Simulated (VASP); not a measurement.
# Nb (Pm-3n) in VASP: single point with PBE

Aim: the single point of Nb with PBE.

Program: VASP 6.6.1. These are calculated values, not measurements. Logs are shortened: lines on timing, memory, paths and dates and some standing lists are left out, and cuts for length are marked.

## (1) The cell of the first run

It takes space group Pm-3n (No. 223, cubic). The conventional cell has a = 5.297 Å, b = 5.297 Å, c = 5.297 Å, α = 90.00°, β = 90.00°, γ = 90.00°. Nb (site symmetry m-3) has 12 Nb at 2.96 Å within 3.9 Å. Nb (site symmetry -4m2) has 14 Nb at 2.65 to 3.24 Å within 3.5 Å.

## (2) Single point, PBE

INCAR

```
PREC = Accurate ; ENCUT = 520
EDIFF = 1E-6 ; ISMEAR = 0
SIGMA = 0.1 ; LREAL = F
LASPH = T ; NELM = 100
ALGO = Fast ; ISIF = 2
LWAVE = F ; LCHARG = T
GGA = PE ; LELF = T
LVHAR = T ; NBANDS = 62
```

KPOINTS

```
regular mesh
0
Gamma
  8 8 8
```

POSCAR

```
Nb
1.0
    5.2965234243      0.0000000000      0.0000000000
    0.0000000000      5.2965234243      0.0000000000
    0.0000000000      0.0000000000      5.2965234243
Nb
8
Direct
    0.5000000000      0.5000000000      0.5000000000
    0.0000000000      0.0000000000      0.0000000000
    0.2500000000      0.0000000000      0.5000000000
    0.5000000000      0.2500000000      0.0000000000
    0.5000000000      0.7500000000      0.0000000000
    0.7500000000      0.0000000000      0.5000000000
    0.0000000000      0.5000000000      0.7500000000
    0.0000000000      0.5000000000      0.2500000000
```

Potentials or basis: VASP PAW PBE potentials, release 64 (Nb_sv).

Started as:

```
$ cat potpaw_PBE.64/Nb_sv/POTCAR > POTCAR
$ mpirun -np 1 vasp_std > vasp.out
```

OUTCAR:

```text
PREC = Accurate
   ENCUT = 520
   EDIFF = 1E-6
   ISMEAR = 0
   LREAL = F
   LASPH = T
   NELM = 100
   ISIF = 2
   GGA = PE

 ion  position               nearest neighbor table
   1  0.500  0.500  0.500-   3 2.96   4 2.96   5 2.96   6 2.96   7 2.96   8 2.96   4 2.96   5 2.96
                             3 2.96   6 2.96   7 2.96   8 2.96
   2  0.000  0.000  0.000-   3 2.96   4 2.96   5 2.96   6 2.96   7 2.96   8 2.96   3 2.96   6 2.96
                             7 2.96   8 2.96   4 2.96   5 2.96
   3  0.250  0.000  0.500-   6 2.65   6 2.65   1 2.96   2 2.96   1 2.96   2 2.96
   4  0.500  0.250  0.000-   5 2.65   5 2.65   1 2.96   1 2.96   2 2.96   2 2.96
   5  0.500  0.750  0.000-   4 2.65   4 2.65   1 2.96   1 2.96   2 2.96   2 2.96
   6  0.750  0.000  0.500-   3 2.65   3 2.65   1 2.96   2 2.96   1 2.96   2 2.96
   7  0.000  0.500  0.750-   8 2.65   8 2.65   1 2.96   2 2.96   2 2.96   1 2.96
   8  0.000  0.500  0.250-   7 2.65   7 2.65   1 2.96   2 2.96   2 2.96   1 2.96

  LATTYP: Found a simple cubic cell.
 ALAT       =     5.2965234243

  Lattice vectors:

 A1 = (   5.2965234243,   0.0000000000,   0.0000000000)
 A2 = (   0.0000000000,   5.2965234243,   0.0000000000)
 A3 = (   0.0000000000,   0.0000000000,   5.2965234243)

Analysis of symmetry for initial positions (statically):
=====================================================================
 Subroutine PRICEL returns:
 Original cell was already a primitive cell.

 Routine SETGRP: Setting up the symmetry group for a
 simple cubic supercell.

 Subroutine GETGRP returns: Found 48 space group operations
 (whereof 24 operations were pure point group operations)
 out of a pool of 48 trial point group operations.

The static configuration has the point symmetry T_h .
 The point group associated with its full space group is O_h .

Analysis of symmetry for dynamics (positions and initial velocities):
=====================================================================
 Subroutine PRICEL returns:
 Original cell was already a primitive cell.

 Routine SETGRP: Setting up the symmetry group for a
 simple cubic supercell.

 Subroutine GETGRP returns: Found 48 space group operations
 (whereof 24 operations were pure point group operations)
 out of a pool of 48 trial point group operations.

The dynamic configuration has the point symmetry T_h .
 The point group associated with its full space group is O_h .

 Subroutine INISYM returns: Found 48 space group operations
 (whereof 24 operations are pure point group operations),
 and found     1 'primitive' translations

----------------------------------------------------------------------------------------

                                     Primitive cell

  volume of cell :     148.5842

  direct lattice vectors                    reciprocal lattice vectors
     5.296523424  0.000000000  0.000000000     0.188803092  0.000000000  0.000000000
     0.000000000  5.296523424  0.000000000     0.000000000  0.188803092  0.000000000
     0.000000000  0.000000000  5.296523424     0.000000000  0.000000000  0.188803092

  length of vectors
     5.296523424  5.296523424  5.296523424     0.188803092  0.188803092  0.188803092

  position of ions in fractional coordinates (direct lattice)
     0.500000000  0.500000000  0.500000000
     0.000000000  0.000000000  0.000000000
     0.250000000  0.000000000  0.500000000
     0.500000000  0.250000000  0.000000000
     0.500000000  0.750000000  0.000000000
     0.750000000  0.000000000  0.500000000
     0.000000000  0.500000000  0.750000000
     0.000000000  0.500000000  0.250000000

  ion indices of the primitive-cell ions
   primitive index   ion index
                 1           1
                 2           2
                 3           3
                 4           4
                 5           5
                 6           6
                 7           7
                 8           8

----------------------------------------------------------------------------------------

 KPOINTS: regular mesh

Automatic generation of k-mesh.
 Grid dimensions read from file:
 generate k-points for:    8    8    8

 Generating k-lattice:

  Cartesian coordinates                     Fractional coordinates (reciprocal lattice)
     0.023600387  0.000000000  0.000000000     0.125000000  0.000000000  0.000000000
     0.000000000  0.023600387  0.000000000     0.000000000  0.125000000  0.000000000
     0.000000000  0.000000000  0.023600387     0.000000000  0.000000000  0.125000000

  Length of vectors
     0.023600387  0.023600387  0.023600387

  Shift w.r.t. Gamma in fractional coordinates (k-lattice)
     0.000000000  0.000000000  0.000000000

 Subroutine IBZKPT returns following result:
 ===========================================

 Found     35 irreducible k-points:

 Following reciprocal coordinates:
            Coordinates               Weight
  0.000000  0.000000  0.000000      1.000000
  0.125000  0.000000  0.000000      6.000000
  0.250000  0.000000  0.000000      6.000000
  0.375000  0.000000  0.000000      6.000000
  0.500000  0.000000  0.000000      3.000000
  0.125000  0.125000  0.000000     12.000000
[... 16 lines left out ...]
  0.375000  0.375000  0.125000     24.000000
  0.500000  0.375000  0.125000     24.000000
 [... further k-points ...]
   k-points           NKPTS =     35   k-points in BZ     NKDIM =     35   number of bands    NBANDS=     62
   number of dos      NEDOS =    301   number of ions     NIONS =      8
   total plane-waves  NPLWV =  64000
   dimension x,y,z NGX =    40 NGY =   40 NGZ =   40
   dimension x,y,z NGXF=    80 NGYF=   80 NGZF=   80
   ions per type =               8
   NGX,Y,Z   is equivalent  to a cutoff of  12.56, 12.56, 12.56 a.u.
   NGXF,Y,Z  is equivalent  to a cutoff of  25.11, 25.11, 25.11 a.u.
 SYSTEM =  unknown system
   PREC   = accura    normal or accurate (medium, high low for compatibility)
   ISTART =      0    job   : 0-new  1-cont  2-samecut
   ICHARG =      2    charge: 1-file 2-atom 10-const
   ISPIN  =      1    spin polarized calculation?
   LNONCOLLINEAR =      F non collinear calculations
   LSORBIT =      F    spin-orbit coupling
   LASPH  =      T    aspherical Exc in radial PAW
   ENCUT  =  520.0 eV  38.22 Ry    6.18 a.u.   9.85  9.85  9.85*2*pi/ulx,y,z
   NELM   =    100;   NELMIN=  2; NELMDL= -5     # of ELM steps
   EDIFF  = 0.1E-05   stopping-criterion for ELM
   LREAL  =      F    real-space projection
   EDIFFG = 0.1E-04   stopping-criterion for IOM
   NSW    =      0    number of steps for IOM
   IBRION =     -1    ionic relax: 0-MD 1-quasi-New 2-CG
   NFREE  =      0    steps in history (QN), initial steepest desc. (CG)
   ISIF   =      2    stress and relaxation
   ISYM   =      2    0-nonsym 1-usesym 2-fastsym
   POTIM  = 0.5000    time-step for ionic-motion
   TEBEG  =    0.0;   TEEND  =   0.0 temperature during run
   PSTRESS=    0.0 pullay stress
   NELECT =     104.0000    total number of electrons
   NUPDOWN=      -1.0000    fix difference up-down
   EMIN   =  10.00;   EMAX   =-10.00  energy-range for DOS
   EFERMI =   0.00;   METHOD = LEGACY
   ISMEAR =     0;   SIGMA  =   0.10  broadening in eV -4-tet -1-fermi 0-gaus
   EFERMI_NEDOS =   21; number of points for ismear=-14 and -15
   IALGO  =     68    algorithm
   IMIX   =      4    mixing-type and parameters
     AMIX     =   0.40;   BMIX     =  1.00
     AMIX_MAG =   1.60;   BMIX_MAG =  1.00
  volume/ion in A,a.u.               =      18.57       125.34
  Fermi-wavevector in a.u.,A,eV,Ry     =   1.453545  2.746801 28.746281  2.112792
  Thomas-Fermi vector in A             =   2.570799
   LORBIT       =      0    0 simple, 1 ext, 2 COOP (PROOUT), +10 PAW based schemes
   GGA     = PE    functional components
   LHFCALC =     F    Hartree Fock is set to
   AEXX    =    0.0000 exact exchange contribution
   IVDW    =     0    specifies the selected vdW correction
   LEPSILON=     F    determine dielectric tensor
   LRPA    =     F    only Hartree local field effects (RPA)
 non-spin polarized calculation
 RMM-DIIS sequential band-by-band and
 Gauss-broadening in eV      SIGMA  =   0.10
  energy-cutoff  :      520.00
  volume of cell :      148.58
 maximum number of plane-waves:      4032
 NGX is ok and might be reduce to    40
   NGX = 19   NGY = 19   NGZ = 19

 number of electron     104.0000016 magnetization

 Free energy of the ion-electron system (eV)
  ---------------------------------------------------
  ext. energy  EPLUGINS =         0.00000000
  ---------------------------------------------------
  free energy    TOTEN  =       -80.92659031 eV

  energy without entropy =      -80.87448753  energy(sigma->0) =      -80.90053892

 E-fermi :  10.8282     XC(G=0): -12.3370

 val. band max:       10.8087613752   @ k =   0.2500   0.1250   0.1250
 cond. band min:      10.8425232980   @ k =   0.3750   0.3750   0.2500
 fundamental gap:      0.0337619228
 Fermi energy:        10.8282326190

 k-point     1 :       0.0000    0.0000    0.0000
  band No.  band energies     occupation
      1     -43.7310      2.00000
      2     -43.6004      2.00000
      3     -43.6004      2.00000
      4     -43.4928      2.00000
      5     -43.4307      2.00000
      6     -43.3841      2.00000
[... 54 lines left out ...]
     61      13.3313      0.00000
     62      13.3753      0.00000

 k-point     2 :       0.1250    0.0000    0.0000
  band No.  band energies     occupation
      1     -43.7243      2.00000
      2     -43.6025      2.00000
      3     -43.5944      2.00000
      4     -43.4946      2.00000
      5     -43.4329      2.00000
      6     -43.3913      2.00000
[... 54 lines left out ...]
     61      13.3249      0.00000
     62      13.4268      0.00000

 k-point     3 :       0.2500    0.0000    0.0000
  band No.  band energies     occupation
      1     -43.7057      2.00000
      2     -43.6105      2.00000
      3     -43.5774      2.00000
      4     -43.4990      2.00000
      5     -43.4384      2.00000
      6     -43.4106      2.00000
[... 1354 lines left out ...]
     61      13.5831      0.00000
     62      13.7715      0.00000

 k-point    24 :       0.5000    0.3750    0.1250
  band No.  band energies     occupation
      1     -43.6203      2.00000
      2     -43.5793      2.00000
      3     -43.5412      2.00000
      4     -43.5027      2.00000
      5     -43.4903      2.00000
      6     -43.4524      2.00000
[... 54 lines left out ...]
     61      13.2580      0.00000
     62      13.8217      0.00000

 [... further k-points ...]

------------------------ aborting loop because EDIFF is reached ----------------------------------------

  FORCE on cell =-STRESS in cart. coord.  units (eV):
  Direction    XX          YY          ZZ          XY          YZ          ZX
  --------------------------------------------------------------------------------------
  -------------------------------------------------------------------------------------
  Total       -0.2795492     -0.2795492     -0.2795492     -0.0000000      0.0000000      0.0000000
  in kB       -3.0143670     -3.0143670     -3.0143670     -0.0000000      0.0000000      0.0000000
  external PRESSURE =      -3.0143670 kB  Pullay stress =       0.0000000 kB

 VOLUME and BASIS-vectors are now :
 -----------------------------------------------------------------------------
  energy-cutoff  :      520.00
  volume of cell :      148.58
      direct lattice vectors                 reciprocal lattice vectors
     5.296523424  0.000000000  0.000000000     0.188803092  0.000000000  0.000000000
     0.000000000  5.296523424  0.000000000     0.000000000  0.188803092  0.000000000
     0.000000000  0.000000000  5.296523424     0.000000000  0.000000000  0.188803092

 POSITION                                       TOTAL-FORCE (eV/Angst)
 -----------------------------------------------------------------------------------
      2.64826      2.64826      2.64826         0.000000     -0.000000      0.000000
      0.00000      0.00000      0.00000         0.000000     -0.000000      0.000000
      1.32413      0.00000      2.64826         0.000000      0.000000     -0.000000
      2.64826      1.32413      0.00000        -0.000000      0.000000     -0.000000
      2.64826      3.97239      0.00000        -0.000000     -0.000000      0.000000
      3.97239      0.00000      2.64826        -0.000000      0.000000     -0.000000
      0.00000      2.64826      3.97239        -0.000000      0.000000     -0.000000
      0.00000      2.64826      1.32413         0.000000     -0.000000      0.000000
 -----------------------------------------------------------------------------------
    total drift:                                0.000000     -0.000000      0.000000

  FREE ENERGIE OF THE ION-ELECTRON SYSTEM (eV)
  ---------------------------------------------------
  free  energy   TOTEN  =       -80.9265903139 eV

  energy  without entropy=      -80.8744875304  energy(sigma->0) =      -80.90053892
```

Run time: 9.4 min. Hardware: 1 thread of AMD EPYC 9R45 (Zen 5), shared host; peak memory 0.35 GiB.

Results:

| Property | Result |
| --- | --- |
| Free energy | -80.9266 eV |
| Pressure | -0.3 GPa |
| Band gap on the k mesh | zero (bands 52 and 53 overlap by 0.40 eV) |

The gap in the log of VASP goes by the Fermi energy; the results here count the filled bands.